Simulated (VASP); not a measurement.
# AlCu6 (Fm-3m) in VASP: notebook

Runs on AlCu6. Level: PBE. Tasks: single point, relaxation of cell and atoms.

Program: VASP 6.6.1. These are calculated values, not measurements. Logs are shortened: lines on timing, memory, paths and dates and some standing lists are left out, and cuts for length are marked.

## Step 1: The cell of the first run

It takes space group Fm-3m (No. 225, cubic). Conventional cell: a = 7.220 Å, b = 7.220 Å, c = 7.220 Å, α = 90.00°, β = 90.00°, γ = 90.00°. Within 3.4 Å of Al (site symmetry m-3m) lie 12 Cu at 2.55 Å. Within 3.4 Å of Cu (site symmetry mmm) lie 2 Al at 2.55 Å and 8 Cu at 2.55 Å.

The cell was generated, and may not be a known phase.

## Step 2: Single point, PBE

INCAR

```
ALGO = Normal ; EDIFF = 1E-6
ENCUT = 520 ; GGA = PE
ISIF = 2 ; ISMEAR = 0
LASPH = True ; LCHARG = False
LREAL = False ; LWAVE = False
NBANDS = 44 ; NELM = 100
PREC = Accurate ; SIGMA = 0.2
```

KPOINTS

```
k-points
0
Gamma
  4 4 4
```

POSCAR

```
AlCu6
1.0
    0.0000000000      3.6100307714      3.6100307714
    3.6100307714      0.0000000000      3.6100307714
    3.6100307714      3.6100307714      0.0000000000
Al Cu
1 6
Direct
    0.5000000000      0.5000000000      0.5000000000
    0.5000000000      0.0000000000      0.0000000000
    0.0000000000      0.5000000000      0.5000000000
    0.0000000000      0.5000000000      0.0000000000
    0.5000000000      0.0000000000      0.5000000000
    0.0000000000      0.0000000000      0.5000000000
    0.5000000000      0.5000000000      0.0000000000
```

Potentials or basis: VASP PAW PBE potentials, release 64 (Al, Cu).

Run with:

```sh
cat potpaw_PBE.64/Al/POTCAR potpaw_PBE.64/Cu/POTCAR > POTCAR
mpirun -np 1 vasp_std > vasp.out
```

OUTCAR:

```text
EDIFF = 1E-6
   ENCUT = 520
   GGA = PE
   ISIF = 2
   ISMEAR = 0
   LASPH = True
   LREAL = False
   NELM = 100
   PREC = Accurate

 ion  position               nearest neighbor table
   1  0.500  0.500  0.500-   3 2.55   5 2.55   7 2.55   2 2.55   4 2.55   7 2.55   2 2.55   5 2.55
                             6 2.55   3 2.55   4 2.55   6 2.55
   2  0.500  0.000  0.000-   5 2.55   7 2.55   1 2.55   5 2.55   6 2.55   1 2.55   4 2.55   7 2.55
                             4 2.55   6 2.55
   3  0.000  0.500  0.500-   1 2.55   4 2.55   6 2.55   4 2.55   7 2.55   5 2.55   6 2.55   1 2.55
                             5 2.55   7 2.55
   4  0.000  0.500  0.000-   3 2.55   7 2.55   1 2.55   3 2.55   6 2.55   2 2.55   6 2.55   1 2.55
                             2 2.55   7 2.55
   5  0.500  0.000  0.500-   1 2.55   2 2.55   6 2.55   2 2.55   7 2.55   1 2.55   3 2.55   7 2.55
                             3 2.55   6 2.55
   6  0.000  0.000  0.500-   3 2.55   5 2.55   2 2.55   4 2.55   1 2.55   3 2.55   4 2.55   1 2.55
                             2 2.55   5 2.55
   7  0.500  0.500  0.000-   1 2.55   2 2.55   4 2.55   1 2.55   3 2.55   5 2.55   2 2.55   5 2.55
                             3 2.55   4 2.55

  LATTYP: Found a face centered cubic cell.
 ALAT       =     7.2200615428

  Lattice vectors:

 A1 = (   0.0000000000,   3.6100307714,   3.6100307714)
 A2 = (   3.6100307714,   0.0000000000,   3.6100307714)
 A3 = (   3.6100307714,   3.6100307714,   0.0000000000)

Analysis of symmetry for initial positions (statically):
=====================================================================
 Subroutine PRICEL returns:
 Original cell was already a primitive cell.

 Routine SETGRP: Setting up the symmetry group for a
 face centered cubic supercell.

 Subroutine GETGRP returns: Found 48 space group operations
 (whereof 48 operations were pure point group operations)
 out of a pool of 48 trial point group operations.

The static configuration has the point symmetry O_h .

Analysis of symmetry for dynamics (positions and initial velocities):
=====================================================================
 Subroutine PRICEL returns:
 Original cell was already a primitive cell.

 Routine SETGRP: Setting up the symmetry group for a
 face centered cubic supercell.

 Subroutine GETGRP returns: Found 48 space group operations
 (whereof 48 operations were pure point group operations)
 out of a pool of 48 trial point group operations.

The dynamic configuration has the point symmetry O_h .

 Subroutine INISYM returns: Found 48 space group operations
 (whereof 48 operations are pure point group operations),
 and found     1 'primitive' translations

----------------------------------------------------------------------------------------

                                     Primitive cell

  volume of cell :      94.0942

  direct lattice vectors                    reciprocal lattice vectors
     0.000000000  3.610030771  3.610030771    -0.138502975  0.138502975  0.138502975
     3.610030771  0.000000000  3.610030771     0.138502975 -0.138502975  0.138502975
     3.610030771  3.610030771  0.000000000     0.138502975  0.138502975 -0.138502975

  length of vectors
     5.105354477  5.105354477  5.105354477     0.239894189  0.239894189  0.239894189

  position of ions in fractional coordinates (direct lattice)
     0.500000000  0.500000000  0.500000000
     0.500000000  0.000000000  0.000000000
     0.000000000  0.500000000  0.500000000
     0.000000000  0.500000000  0.000000000
     0.500000000  0.000000000  0.500000000
     0.000000000  0.000000000  0.500000000
     0.500000000  0.500000000  0.000000000

  ion indices of the primitive-cell ions
   primitive index   ion index
                 1           1
                 2           2
                 3           3
                 4           4
                 5           5
                 6           6
                 7           7

----------------------------------------------------------------------------------------

 KPOINTS: k-points

Automatic generation of k-mesh.
 Grid dimensions read from file:
 generate k-points for:    4    4    4

 Generating k-lattice:

  Cartesian coordinates                     Fractional coordinates (reciprocal lattice)
    -0.034625744  0.034625744  0.034625744     0.250000000  0.000000000  0.000000000
     0.034625744 -0.034625744  0.034625744     0.000000000  0.250000000  0.000000000
     0.034625744  0.034625744 -0.034625744     0.000000000  0.000000000  0.250000000

  Length of vectors
     0.059973547  0.059973547  0.059973547

  Shift w.r.t. Gamma in fractional coordinates (k-lattice)
     0.000000000  0.000000000  0.000000000

 Subroutine IBZKPT returns following result:
 ===========================================

 Found      8 irreducible k-points:

 Following reciprocal coordinates:
            Coordinates               Weight
  0.000000  0.000000  0.000000      1.000000
  0.250000  0.000000  0.000000      8.000000
  0.500000  0.000000  0.000000      4.000000
  0.250000  0.250000  0.000000      6.000000
  0.500000  0.250000  0.000000     24.000000
 -0.250000  0.250000  0.000000     12.000000
  0.500000  0.500000  0.000000      3.000000
 -0.250000  0.500000  0.250000      6.000000
   k-points           NKPTS =      8   k-points in BZ     NKDIM =      8   number of bands    NBANDS=     44
   number of dos      NEDOS =    301   number of ions     NIONS =      7
   total plane-waves  NPLWV =  64000
   dimension x,y,z NGX =    40 NGY =   40 NGZ =   40
   dimension x,y,z NGXF=    80 NGYF=   80 NGZF=   80
   ions per type =               1   6
   NGX,Y,Z   is equivalent  to a cutoff of  13.03, 13.03, 13.03 a.u.
   NGXF,Y,Z  is equivalent  to a cutoff of  26.05, 26.05, 26.05 a.u.
 SYSTEM =  unknown system
   PREC   = accura    normal or accurate (medium, high low for compatibility)
   ISTART =      0    job   : 0-new  1-cont  2-samecut
   ICHARG =      2    charge: 1-file 2-atom 10-const
   ISPIN  =      1    spin polarized calculation?
   LNONCOLLINEAR =      F non collinear calculations
   LSORBIT =      F    spin-orbit coupling
   LASPH  =      T    aspherical Exc in radial PAW
   ENCUT  =  520.0 eV  38.22 Ry    6.18 a.u.   9.49  9.49  9.49*2*pi/ulx,y,z
   NELM   =    100;   NELMIN=  2; NELMDL= -5     # of ELM steps
   EDIFF  = 0.1E-05   stopping-criterion for ELM
   LREAL  =      F    real-space projection
   EDIFFG = 0.1E-04   stopping-criterion for IOM
   NSW    =      0    number of steps for IOM
   IBRION =     -1    ionic relax: 0-MD 1-quasi-New 2-CG
   NFREE  =      0    steps in history (QN), initial steepest desc. (CG)
   ISIF   =      2    stress and relaxation
   ISYM   =      2    0-nonsym 1-usesym 2-fastsym
   POTIM  = 0.5000    time-step for ionic-motion
   TEBEG  =    0.0;   TEEND  =   0.0 temperature during run
   PSTRESS=    0.0 pullay stress
   NELECT =      69.0000    total number of electrons
   NUPDOWN=      -1.0000    fix difference up-down
   EMIN   =  10.00;   EMAX   =-10.00  energy-range for DOS
   EFERMI =   0.00;   METHOD = LEGACY
   ISMEAR =     0;   SIGMA  =   0.20  broadening in eV -4-tet -1-fermi 0-gaus
   EFERMI_NEDOS =   21; number of points for ismear=-14 and -15
   IALGO  =     38    algorithm
   IMIX   =      4    mixing-type and parameters
     AMIX     =   0.40;   BMIX     =  1.00
     AMIX_MAG =   1.60;   BMIX_MAG =  1.00
  volume/ion in A,a.u.               =      13.44        90.71
  Fermi-wavevector in a.u.,A,eV,Ry     =   1.476285  2.789775 29.652786  2.179418
  Thomas-Fermi vector in A             =   2.590831
   LORBIT       =      0    0 simple, 1 ext, 2 COOP (PROOUT), +10 PAW based schemes
   GGA     = PE    functional components
   LHFCALC =     F    Hartree Fock is set to
   AEXX    =    0.0000 exact exchange contribution
   IVDW    =     0    specifies the selected vdW correction
   LEPSILON=     F    determine dielectric tensor
   LRPA    =     F    only Hartree local field effects (RPA)
 non-spin polarized calculation
 Gauss-broadening in eV      SIGMA  =   0.20
  energy-cutoff  :      520.00
  volume of cell :       94.09
 maximum number of plane-waves:      2637
 NGX is ok and might be reduce to    40
   NGX = 19   NGY = 19   NGZ = 19

 number of electron      69.0000017 magnetization

 Free energy of the ion-electron system (eV)
  ---------------------------------------------------
  ext. energy  EPLUGINS =         0.00000000
  ---------------------------------------------------
  free energy    TOTEN  =       -26.00702310 eV

  energy without entropy =      -25.91242979  energy(sigma->0) =      -25.95972644

 E-fermi :   6.4559     XC(G=0): -11.7282

 val. band max:        6.3590853802   @ k =   0.5000   0.2500   0.0000
 cond. band min:       6.5076400521   @ k =  -0.2500   0.2500   0.0000
 fundamental gap:      0.1485546719
 Fermi energy:         6.4558753294

 k-point     1 :       0.0000    0.0000    0.0000
  band No.  band energies     occupation
      1      -2.7894      2.00000
      2       1.3472      2.00000
      3       2.0569      2.00000
      4       2.0569      2.00000
      5       2.0569      2.00000
      6       2.4517      2.00000
[... 36 lines left out ...]
     43      12.5640      0.00000
     44      12.5640      0.00000

 k-point     2 :       0.2500    0.0000    0.0000
  band No.  band energies     occupation
      1      -2.2750      2.00000
      2       1.2597      2.00000
      3       1.7344      2.00000
      4       2.2566      2.00000
      5       2.2566      2.00000
      6       2.6107      2.00000
[... 36 lines left out ...]
     43      14.4205      0.00000
     44      14.4205      0.00000

 k-point     3 :       0.5000    0.0000    0.0000
  band No.  band energies     occupation
      1      -1.2523      2.00000
      2      -0.0244      2.00000
      3       1.9981      2.00000
      4       2.5144      2.00000
      5       2.5144      2.00000
      6       2.5699      2.00000
[... 36 lines left out ...]
     43      13.1534      0.00000
     44      13.4262      0.00000

 k-point     4 :       0.2500    0.2500    0.0000
  band No.  band energies     occupation
      1      -2.0998      2.00000
      2       1.3971      2.00000
      3       1.9481      2.00000
      4       1.9481      2.00000
      5       2.2416      2.00000
      6       2.3007      2.00000
[... 36 lines left out ...]
     43      12.7862      0.00000
     44      14.5003      0.00000

 k-point     5 :       0.5000    0.2500    0.0000
  band No.  band energies     occupation
      1      -1.0684      2.00000
      2       0.5246      2.00000
      3       1.4093      2.00000
      4       2.0241      2.00000
      5       2.3594      2.00000
      6       2.5864      2.00000
[... 36 lines left out ...]
     43      14.0081      0.00000
     44      15.8280      0.00000

 k-point     6 :      -0.2500    0.2500    0.0000
  band No.  band energies     occupation
      1      -1.4838      2.00000
      2       1.0740      2.00000
      3       1.1498      2.00000
      4       2.1406      2.00000
      5       2.3389      2.00000
      6       2.7235      2.00000
[... 36 lines left out ...]
     43      14.7698      0.00000
     44      15.1769      0.00000

 k-point     7 :       0.5000    0.5000    0.0000
  band No.  band energies     occupation
      1      -0.4635      2.00000
      2       0.0167      2.00000
      3       1.7462      2.00000
      4       1.7462      2.00000
      5       2.3660      2.00000
      6       2.5875      2.00000
[... 36 lines left out ...]
     43      14.9116      0.00000
     44      15.3443      0.00000

 k-point     8 :      -0.2500    0.5000    0.2500
  band No.  band energies     occupation
      1      -0.4089      2.00000
      2       0.6490      2.00000
      3       0.6490      2.00000
      4       1.6019      2.00000
      5       2.5772      2.00000
      6       2.5772      2.00000
[... 36 lines left out ...]
     43      14.3253      0.00000
     44      15.7013      0.00000

------------------------ aborting loop because EDIFF is reached ----------------------------------------

  FORCE on cell =-STRESS in cart. coord.  units (eV):
  Direction    XX          YY          ZZ          XY          YZ          ZX
  --------------------------------------------------------------------------------------
  -------------------------------------------------------------------------------------
  Total        0.3610129      0.3610129      0.3610129     -0.0000000      0.0000000     -0.0000000
  in kB        6.1471044      6.1471044      6.1471044     -0.0000000      0.0000000     -0.0000000
  external PRESSURE =       6.1471044 kB  Pullay stress =       0.0000000 kB

 VOLUME and BASIS-vectors are now :
 -----------------------------------------------------------------------------
  energy-cutoff  :      520.00
  volume of cell :       94.09
      direct lattice vectors                 reciprocal lattice vectors
     0.000000000  3.610030771  3.610030771    -0.138502975  0.138502975  0.138502975
     3.610030771  0.000000000  3.610030771     0.138502975 -0.138502975  0.138502975
     3.610030771  3.610030771  0.000000000     0.138502975  0.138502975 -0.138502975

 POSITION                                       TOTAL-FORCE (eV/Angst)
 -----------------------------------------------------------------------------------
      3.61003      3.61003      3.61003        -0.000000     -0.000000      0.000000
      0.00000      1.80502      1.80502         0.000000     -0.000000      0.000000
      3.61003      1.80502      1.80502        -0.000000     -0.000000     -0.000000
      1.80502      0.00000      1.80502         0.000000     -0.000000      0.000000
      1.80502      3.61003      1.80502        -0.000000      0.000000      0.000000
      1.80502      1.80502      0.00000         0.000000     -0.000000     -0.000000
      1.80502      1.80502      3.61003        -0.000000     -0.000000      0.000000
 -----------------------------------------------------------------------------------
    total drift:                               -0.000000     -0.000000      0.000000

  FREE ENERGIE OF THE ION-ELECTRON SYSTEM (eV)
  ---------------------------------------------------
  free  energy   TOTEN  =       -26.0070230957 eV

  energy  without entropy=      -25.9124297892  energy(sigma->0) =      -25.95972644
```

Run time: 57 s. Hardware: 1 thread of Intel Xeon 8259CL, shared host; peak memory 0.24 GiB.

What came out:

```yaml
Free_energy: -26.0070 eV
Pressure: 0.6 GPa
Band_gap_on_the_k_mesh: zero (an odd number of electrons rules out a gap without spin polarisation)
```

Caveat: the k points lie up to 0.38 Å⁻¹ apart, too coarse for converged energies and pressures of a metal.

(Continued in part 2 of 2.)

The gap in the log of VASP goes by the Fermi energy; the results here count the filled bands.